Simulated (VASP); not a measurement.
# CrO2 (Fm-3m) in VASP: notebook

The runs below take CrO2 through single point, relaxation of cell and atoms, with PBE.

All numbers are computed with VASP 6.6.1; they aren't measurements. Logs are shortened: lines on timing, memory, paths and dates and some standing lists are left out, and cuts for length are marked.

## (1) The cell of the first run

Symmetry: Fm-3m, No. 225, cubic system. Conventional cell: a = 4.708 Å, b = 4.708 Å, c = 4.708 Å, α = 90.00°, β = 90.00°, γ = 90.00°. Within 2.7 Å of Cr (site symmetry m-3m) lie 8 O at 2.04 Å. Within 2.7 Å of O (site symmetry -43m) lie 4 Cr at 2.04 Å and 6 O at 2.35 Å.

## (2) Single point, PBE, collinear spin, ferrimagnetic start

INCAR reads:

```
SYSTEM = CrO2
ALGO = Normal
EDIFF = 1E-6
ENCUT = 520
GGA = PE
ISIF = 2
ISMEAR = 0
ISPIN = 2
LASPH = .True.
LCHARG = .False.
LMAXMIX = 4
LORBIT = 11
LREAL = .False.
LWAVE = .False.
MAGMOM = 2.15 -0.15 -0.15
NBANDS = 23
NELM = 150
PREC = Accurate
SIGMA = 0.1
```

KPOINTS reads:

```
k-points
0
Gamma
  6 6 6
  0 0 0
```

POSCAR reads:

```
CrO2
1.0
    0.0000000000      2.3541288082      2.3541288082
    2.3541288082      0.0000000000      2.3541288082
    2.3541288082      2.3541288082      0.0000000000
Cr O
1 2
Direct
    0.0000000000      0.0000000000      0.0000000000
    0.2500000000      0.2500000000      0.2500000000
    0.7500000000      0.7500000000      0.7500000000
```

Potentials or basis: VASP PAW PBE potentials, release 64 (Cr_pv, O).

Started as:

```console
> cat potpaw_PBE.64/Cr_pv/POTCAR potpaw_PBE.64/O/POTCAR > POTCAR
> mpirun -np 1 vasp_std > vasp.out
```

OUTCAR:

```text
SYSTEM = CrO2
   EDIFF = 1E-6
   ENCUT = 520
   GGA = PE
   ISIF = 2
   ISMEAR = 0
   ISPIN = 2
   LASPH = .True.
   LORBIT = 11
   LREAL = .False.
   NELM = 150
   PREC = Accurate

 ion  position               nearest neighbor table
   1  0.000  0.000  0.000-   3 2.04   3 2.04   3 2.04   2 2.04   3 2.04   2 2.04   2 2.04   2 2.04

   2  0.250  0.250  0.250-   1 2.04   1 2.04   1 2.04   1 2.04
   3  0.750  0.750  0.750-   1 2.04   1 2.04   1 2.04   1 2.04

  LATTYP: Found a face centered cubic cell.
 ALAT       =     4.7082576164

  Lattice vectors:

 A1 = (   0.0000000000,   2.3541288082,   2.3541288082)
 A2 = (   2.3541288082,   0.0000000000,   2.3541288082)
 A3 = (   2.3541288082,   2.3541288082,   0.0000000000)

Analysis of symmetry for initial positions (statically):
=====================================================================
 Subroutine PRICEL returns:
 Original cell was already a primitive cell.

 Routine SETGRP: Setting up the symmetry group for a
 face centered cubic supercell.

 Subroutine GETGRP returns: Found 48 space group operations
 (whereof 48 operations were pure point group operations)
 out of a pool of 48 trial point group operations.

The static configuration has the point symmetry O_h .

Analysis of symmetry for dynamics (positions and initial velocities):
=====================================================================
 Subroutine PRICEL returns:
 Original cell was already a primitive cell.

 Routine SETGRP: Setting up the symmetry group for a
 face centered cubic supercell.

 Subroutine GETGRP returns: Found 48 space group operations
 (whereof 48 operations were pure point group operations)
 out of a pool of 48 trial point group operations.

The dynamic configuration has the point symmetry O_h .

Analysis of structural, dynamic, and magnetic symmetry:
=====================================================================
 Subroutine PRICEL returns:
 Original cell was already a primitive cell.

 Routine SETGRP: Setting up the symmetry group for a
 face centered cubic supercell.

 Subroutine GETGRP returns: Found 48 space group operations
 (whereof 48 operations were pure point group operations)
 out of a pool of 48 trial point group operations.

The overall configuration has the point symmetry O_h .

 Subroutine INISYM returns: Found 48 space group operations
 (whereof 48 operations are pure point group operations),
 and found     1 'primitive' translations

----------------------------------------------------------------------------------------

                                     Primitive cell

  volume of cell :      26.0928

  direct lattice vectors                    reciprocal lattice vectors
     0.000000000  2.354128808  2.354128808    -0.212392796  0.212392796  0.212392796
     2.354128808  0.000000000  2.354128808     0.212392796 -0.212392796  0.212392796
     2.354128808  2.354128808  0.000000000     0.212392796  0.212392796 -0.212392796

  length of vectors
     3.329240888  3.329240888  3.329240888     0.367875114  0.367875114  0.367875114

  position of ions in fractional coordinates (direct lattice)
     0.000000000  0.000000000  0.000000000
     0.250000000  0.250000000  0.250000000
     0.750000000  0.750000000  0.750000000

  ion indices of the primitive-cell ions
   primitive index   ion index
                 1           1
                 2           2
                 3           3

----------------------------------------------------------------------------------------

 KPOINTS: k-points

Automatic generation of k-mesh.
 Grid dimensions read from file:
 generate k-points for:    6    6    6

 Generating k-lattice:

  Cartesian coordinates                     Fractional coordinates (reciprocal lattice)
    -0.035398799  0.035398799  0.035398799     0.166666667  0.000000000  0.000000000
     0.035398799 -0.035398799  0.035398799     0.000000000  0.166666667  0.000000000
     0.035398799  0.035398799 -0.035398799     0.000000000  0.000000000  0.166666667

  Length of vectors
     0.061312519  0.061312519  0.061312519

  Shift w.r.t. Gamma in fractional coordinates (k-lattice)
     0.000000000  0.000000000  0.000000000

 Subroutine IBZKPT returns following result:
 ===========================================

 Found     16 irreducible k-points:

 Following reciprocal coordinates:
            Coordinates               Weight
  0.000000  0.000000  0.000000      1.000000
  0.166667  0.000000  0.000000      8.000000
  0.333333  0.000000  0.000000      8.000000
  0.500000  0.000000  0.000000      4.000000
  0.166667  0.166667  0.000000      6.000000
  0.333333  0.166667  0.000000     24.000000
[... 8 lines left out ...]
 -0.333333  0.333333  0.166667     24.000000
 -0.333333  0.500000  0.166667     12.000000
   k-points           NKPTS =     16   k-points in BZ     NKDIM =     16   number of bands    NBANDS=     23
   number of dos      NEDOS =    301   number of ions     NIONS =      3
   total plane-waves  NPLWV =  21952
   dimension x,y,z NGX =    28 NGY =   28 NGZ =   28
   dimension x,y,z NGXF=    56 NGYF=   56 NGZF=   56
   ions per type =               1   2
   NGX,Y,Z   is equivalent  to a cutoff of  13.98, 13.98, 13.98 a.u.
   NGXF,Y,Z  is equivalent  to a cutoff of  27.96, 27.96, 27.96 a.u.
 SYSTEM =  CrO2
   PREC   = accura    normal or accurate (medium, high low for compatibility)
   ISTART =      0    job   : 0-new  1-cont  2-samecut
   ICHARG =      2    charge: 1-file 2-atom 10-const
   ISPIN  =      2    spin polarized calculation?
   LNONCOLLINEAR =      F non collinear calculations
   LSORBIT =      F    spin-orbit coupling
   LASPH  =      T    aspherical Exc in radial PAW
   ENCUT  =  520.0 eV  38.22 Ry    6.18 a.u.   6.19  6.19  6.19*2*pi/ulx,y,z
   NELM   =    150;   NELMIN=  2; NELMDL= -5     # of ELM steps
   EDIFF  = 0.1E-05   stopping-criterion for ELM
   LREAL  =      F    real-space projection
   EDIFFG = 0.1E-04   stopping-criterion for IOM
   NSW    =      0    number of steps for IOM
   IBRION =     -1    ionic relax: 0-MD 1-quasi-New 2-CG
   NFREE  =      0    steps in history (QN), initial steepest desc. (CG)
   ISIF   =      2    stress and relaxation
   ISYM   =      2    0-nonsym 1-usesym 2-fastsym
   POTIM  = 0.5000    time-step for ionic-motion
   TEBEG  =    0.0;   TEEND  =   0.0 temperature during run
   PSTRESS=    0.0 pullay stress
   NELECT =      24.0000    total number of electrons
   NUPDOWN=      -1.0000    fix difference up-down
   EMIN   =  10.00;   EMAX   =-10.00  energy-range for DOS
   EFERMI =   0.00;   METHOD = LEGACY
   ISMEAR =     0;   SIGMA  =   0.10  broadening in eV -4-tet -1-fermi 0-gaus
   EFERMI_NEDOS =   21; number of points for ismear=-14 and -15
   IALGO  =     38    algorithm
   IMIX   =      4    mixing-type and parameters
     AMIX     =   0.40;   BMIX     =  1.00
     AMIX_MAG =   1.60;   BMIX_MAG =  1.00
  volume/ion in A,a.u.               =       8.70        58.69
  Fermi-wavevector in a.u.,A,eV,Ry     =   1.592105  3.008642 34.488023  2.534798
  Thomas-Fermi vector in A             =   2.690542
   LORBIT       =     11    0 simple, 1 ext, 2 COOP (PROOUT), +10 PAW based schemes
   GGA     = PE    functional components
   LHFCALC =     F    Hartree Fock is set to
   AEXX    =    0.0000 exact exchange contribution
   IVDW    =     0    specifies the selected vdW correction
   LEPSILON=     F    determine dielectric tensor
   LRPA    =     F    only Hartree local field effects (RPA)
 spin polarized calculation
 Gauss-broadening in eV      SIGMA  =   0.10
  energy-cutoff  :      520.00
  volume of cell :       26.09
 maximum number of plane-waves:       725
 NGX is ok and might be reduce to    28
   NGX = 13   NGY = 13   NGZ = 13

 number of electron      23.9999993 magnetization       1.9999222

 Free energy of the ion-electron system (eV)
  ---------------------------------------------------
  ext. energy  EPLUGINS =         0.00000000
  ---------------------------------------------------
  free energy    TOTEN  =       -24.35111915 eV

  energy without entropy =      -24.35111693  energy(sigma->0) =      -24.35111804

 E-fermi :   7.2532     XC(G=0): -12.5373

 val. band max:        7.0105292410   @ k =   0.5000   0.5000   0.0000
 cond. band min:       7.5061615628   @ k =   0.5000   0.0000   0.0000
 fundamental gap:      0.4956323218
 Fermi energy:         7.2532325827

 spin component 1

 k-point     1 :       0.0000    0.0000    0.0000
  band No.  band energies     occupation
      1     -37.7101      1.00000
      2     -37.7100      1.00000
      3     -37.7100      1.00000
      4     -13.4054      1.00000
      5      -8.9280      1.00000
      6       0.4596      1.00000
[... 15 lines left out ...]
     22      27.3884      0.00000
     23      27.3886      0.00000
[... 366 lines left out ...]
  band No.  band energies     occupation
      1     -37.7750      1.00000
      2     -37.7493      1.00000
      3     -37.7364      1.00000
      4     -11.2242      1.00000
      5     -10.8372      1.00000
      6      -0.4513      1.00000
[... 15 lines left out ...]
     22      27.0966      0.00000
     23      29.1075      0.00000
 Fermi energy:         7.2532325827

 spin component 2

 k-point     1 :       0.0000    0.0000    0.0000
  band No.  band energies     occupation
      1     -35.4501      1.00000
      2     -35.4501      1.00000
      3     -35.4501      1.00000
      4     -13.4935      1.00000
      5      -9.1470      1.00000
      6       0.7241      1.00000
[... 15 lines left out ...]
     22      28.1289      0.00000
     23      28.1289      0.00000
[... 367 lines left out ...]
      1     -35.5282      1.00000
      2     -35.4965      1.00000
      3     -35.4808      1.00000
      4     -11.3616      1.00000
      5     -10.9821      1.00000
      6      -0.2029      1.00000
[... 15 lines left out ...]
     22      27.7672      0.00000
     23      29.2276      0.00000

------------------------ aborting loop because EDIFF is reached ----------------------------------------

  FORCE on cell =-STRESS in cart. coord.  units (eV):
  Direction    XX          YY          ZZ          XY          YZ          ZX
  --------------------------------------------------------------------------------------
  -------------------------------------------------------------------------------------
  Total        0.1095701      0.1095701      0.1095701      0.0000000      0.0000000      0.0000000
  in kB        6.7279366      6.7279366      6.7279366      0.0000000      0.0000000      0.0000000
  external PRESSURE =       6.7279366 kB  Pullay stress =       0.0000000 kB

 VOLUME and BASIS-vectors are now :
 -----------------------------------------------------------------------------
  energy-cutoff  :      520.00
  volume of cell :       26.09
      direct lattice vectors                 reciprocal lattice vectors
     0.000000000  2.354128808  2.354128808    -0.212392796  0.212392796  0.212392796
     2.354128808  0.000000000  2.354128808     0.212392796 -0.212392796  0.212392796
     2.354128808  2.354128808  0.000000000     0.212392796  0.212392796 -0.212392796

 POSITION                                       TOTAL-FORCE (eV/Angst)
 -----------------------------------------------------------------------------------
      0.00000      0.00000      0.00000        -0.000000      0.000000     -0.000000
      1.17706      1.17706      1.17706        -0.000000     -0.000000      0.000000
      3.53119      3.53119      3.53119         0.000000      0.000000     -0.000000
 -----------------------------------------------------------------------------------
    total drift:                               -0.000000     -0.000000      0.000000

  FREE ENERGIE OF THE ION-ELECTRON SYSTEM (eV)
  ---------------------------------------------------
  free  energy   TOTEN  =       -24.3511191536 eV

  energy  without entropy=      -24.3511169313  energy(sigma->0) =      -24.35111804

 total charge

# of ion       s       p       d       tot
------------------------------------------
    1        0.307   6.357   3.939  10.603
    2        1.583   3.431   0.000   5.014
    3        1.583   3.431   0.000   5.014
--------------------------------------------------
tot          3.472  13.219   3.939  20.630

 magnetization (x)

# of ion       s       p       d       tot
------------------------------------------
    1        0.029   0.033   2.103   2.165
    2       -0.002  -0.106   0.000  -0.109
    3       -0.002  -0.106   0.000  -0.109
--------------------------------------------------
tot          0.024  -0.180   2.103   1.948
```

Run time: 14 s. Hardware: 1 thread of Intel Xeon 6975P-C (Granite Rapids), shared host; peak memory 0.17 GiB.

What came out:

* Free energy: -24.3511 eV
* Pressure: 0.7 GPa
* Band gap on the k mesh: 0.50 eV, indirect (least direct gap 0.51 eV)
* Net moment: 2.00 μB per cell
* Site moments: Cr +2.17; O -0.11 μB
* Valence electrons inside the program's atomic spheres: Cr 10.60; O 5.01

Levels at points of the mesh, in eV from the valence-band top:
Spin up:
```csv
k point,band 9,band 10,band 11,band 12,band 13,band 14,band 15,band 16,band 17,band 18
"(0.00, 0.00, 0.00)",-1.70,-1.69,-1.05,-1.05,-1.05,3.04,3.04,3.04,4.84,7.56
"(0.50, 0.00, 0.00)",-3.69,-2.99,-2.99,-1.33,-1.33,0.50,2.74,2.74,4.84,10.66
"(0.50, 0.50, 0.00)",-2.91,-2.91,-1.25,-0.86,0.00,0.51,2.45,2.45,4.84,10.88
```
Spin down:
| k point | band 7 | band 8 | band 9 | band 10 | band 11 | band 12 | band 13 | band 14 | band 15 | band 16 |
| --- | --- | --- | --- | --- | --- | --- | --- | --- | --- | --- |
| (0.00, 0.00, 0.00) | -6.29 | -6.29 | -1.22 | -1.22 | -1.22 | 1.27 | 1.27 | 4.11 | 4.11 | 4.11 |
| (0.50, 0.00, 0.00) | -5.14 | -3.85 | -3.78 | -3.09 | -3.09 | 1.37 | 1.37 | 1.88 | 3.97 | 3.97 |
| (0.50, 0.50, 0.00) | -5.34 | -5.34 | -2.42 | -2.42 | -0.22 | 1.75 | 1.87 | 1.92 | 3.22 | 3.22 |

Caveat: a cell with one magnetic atom can't hold antiferromagnetic order, which such compounds often take. Expect the measured gap to be larger: semilocal functionals such as PBE lack the derivative discontinuity.

## (3) Single point, PBE, collinear spin, ferromagnetic start

This run uses another cell than the first one, of 9.35 Å³/atom, 1.075 times its volume.

INCAR reads:

```
SYSTEM = CrO2
PREC     = Accurate       ! precision mode
ENCUT    = 520            ! plane-wave cutoff, eV
EDIFF    = 1E-6           ! SCF threshold, eV
ISMEAR   = 0              ! smearing method
SIGMA    = 0.1            ! smearing width, eV
LREAL    = .FALSE.        ! projectors in reciprocal space
LASPH    = .TRUE.         ! aspherical terms in the spheres
NELM     = 150            ! most SCF steps
ALGO     = Normal         ! electronic algorithm
ISIF     = 2              ! what is computed and relaxed
LWAVE    = .FALSE.        ! write WAVECAR
LCHARG   = .FALSE.        ! write CHGCAR
ISPIN    = 2              ! spin polarisation
MAGMOM   = 3 0 0          ! initial moments
LORBIT   = 11             ! projections on sites
LMAXMIX  = 4              ! l up to which the mixer works
GGA      = PE             ! functional
NBANDS   = 23             ! bands
```

KPOINTS reads:

```
regular mesh
0
G
  6 6 6
  0 0 0
```

POSCAR reads:

```
CrO2
1.0
    0.0000000000      2.4116529213      2.4116529213
    2.4116529213      0.0000000000      2.4116529213
    2.4116529213      2.4116529213      0.0000000000
Cr O
1 2
Direct
    0.0000000000      0.0000000000      0.0000000000
    0.2500000000      0.2500000000      0.2500000000
    0.7500000000      0.7500000000      0.7500000000
```

Potentials or basis: VASP PAW PBE potentials, release 64 (Cr_pv, O).

Started as:

```console
> cat potpaw_PBE.64/Cr_pv/POTCAR potpaw_PBE.64/O/POTCAR > POTCAR
> mpirun -np 1 vasp_std > vasp.out
```

Wall time 16 s (1 thread of Intel Xeon 6975P-C (Granite Rapids), shared host); peak memory 0.17 GiB.

Results (log left out):

```
Free energy                                           : -24.2596 eV
Pressure                                              : -15.1 GPa
Band gap on the k mesh                                : 0.22 eV, direct
Net moment                                            : 2.00 μB per cell
Site moments                                          : Cr +2.24; O -0.14 μB
Valence electrons inside the program's atomic spheres : Cr 10.46; O 4.97
```

Levels at points of the mesh, in eV from the valence-band top:
Spin up:
| k point | band 9 | band 10 | band 11 | band 12 | band 13 | band 14 | band 15 | band 16 | band 17 | band 18 |
| --- | --- | --- | --- | --- | --- | --- | --- | --- | --- | --- |
| (0.00, 0.00, 0.00) | -1.70 | -1.70 | -0.97 | -0.97 | -0.97 | 2.65 | 2.65 | 2.65 | 4.75 | 6.89 |
| (0.50, 0.00, 0.00) | -3.44 | -2.76 | -2.76 | -1.38 | -1.38 | 0.23 | 2.39 | 2.39 | 4.75 | 10.37 |
| (0.50, 0.50, 0.00) | -2.74 | -2.74 | -1.33 | -0.96 | 0.00 | 0.22 | 2.16 | 2.16 | 4.75 | 10.57 |
Spin down:
```csv
k point,band 8,band 9,band 10,band 11,band 12,band 13,band 14,band 15
"(0.00, 0.00, 0.00)",-5.80,-1.21,-1.21,-1.21,1.32,1.32,3.76,3.76
"(0.50, 0.00, 0.00)",-3.70,-3.58,-2.93,-2.93,1.39,1.39,1.70,3.65
"(0.50, 0.50, 0.00)",-5.01,-2.25,-2.25,-0.29,1.71,1.73,1.85,2.95
```

Caveat: a cell with one magnetic atom can't hold antiferromagnetic order, which such compounds often take.

(Continued in part 2 of 2.)
